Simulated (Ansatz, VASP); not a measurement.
Ta3Mo in VASP and in Ansatz

Contents of INCAR:

```
SYSTEM = Ta3Mo
PREC = Accurate
ENCUT = 600
EDIFF = 1E-6
ISMEAR = 0
SIGMA = 0.1
LREAL = .FALSE.
LASPH = .TRUE.
NELM = 60
ALGO = Normal
ISIF = 3
LWAVE = .FALSE.
LCHARG = .FALSE.
GGA = PE
IBRION = 2
NSW = 90
EDIFFG = -0.04
```

The input KPOINTS:

```
Automatic mesh
0
G
  6 6 6
  0 0 0
```

File POSCAR:

```
Ta3Mo
1.0
   -1.9379912371      1.9379912371      4.3290193867
    1.9379912371     -1.9379912371      4.3290193867
    1.9379912371      1.9379912371     -4.3290193867
Ta Mo
3 1
Direct
    0.5000000000      0.5000000000      0.0000000000
    0.2500000000      0.7500000000      0.5000000000
    0.7500000000      0.2500000000      0.5000000000
    0.0000000000      0.0000000000      0.0000000000
```

Input for Ansatz:

```yaml
crystal:
  lattice:
    - [-1.9379912371, 1.9379912371, 4.3290193867]
    - [1.9379912371, -1.9379912371, 4.3290193867]
    - [1.9379912371, 1.9379912371, -4.3290193867]
  atoms:
    - { symbol: Ta, position: [0.5, 0.5, 0.0] }
    - { symbol: Ta, position: [0.25, 0.75, 0.5] }
    - { symbol: Ta, position: [0.75, 0.25, 0.5] }
    - { symbol: Mo, position: [0.0, 0.0, 0.0] }
basis:
  ecutwfc: 420
kpoints:
  mp_grid: { grid: [6, 6, 6] }
hamiltonian:
  xc: pbe
scf:
  occupations: { method: gaussian, width: 0.1 }
  lower_state_search: "off"
output:
  forces: true
  stress: true
  eigenvalues: true
relax:
  adjacent_minimum: "off"
  f_tol: 0.04
  max_steps: 70
  cell: { stress_tol: 0.4 }
```

Alike in both runs: task relaxation of cell and atoms; functional PBE; k mesh 6 × 6 × 6; occupations gaussian, width 0.1 eV; no spin polarisation.

|  | VASP | Ansatz |
| --- | --- | --- |
| version | VASP 6.6.1 | Ansatz 0.2.0 |
| potentials or method | VASP PAW PBE potentials, release 64 (Ta_pv, Mo_sv), cutoff 600 eV | scalar-relativistic, plane waves, PAW |
| valence electrons in the cell | 47 | 53 |

```csv
,VASP,Ansatz,Ansatz less VASP
"gap on the k mesh at the Fermi level, each at its own relaxed structure (eV)",none,none,-
relaxed volume (Å³/atom),17.93,17.91,-0.023
relaxed cell length with the largest relative difference (Å),5.510,5.505,-0.0052
```

A gap of «none» marks a metal or a gap that the smearing closes. VASP's potentials hold 47 valence electrons a cell and Ansatz's 53, so a difference there can come from the potentials and not from the codes.

The k mesh is coarse, so the values compare programs but aren't converged. Neither program's run includes spin-orbit coupling.
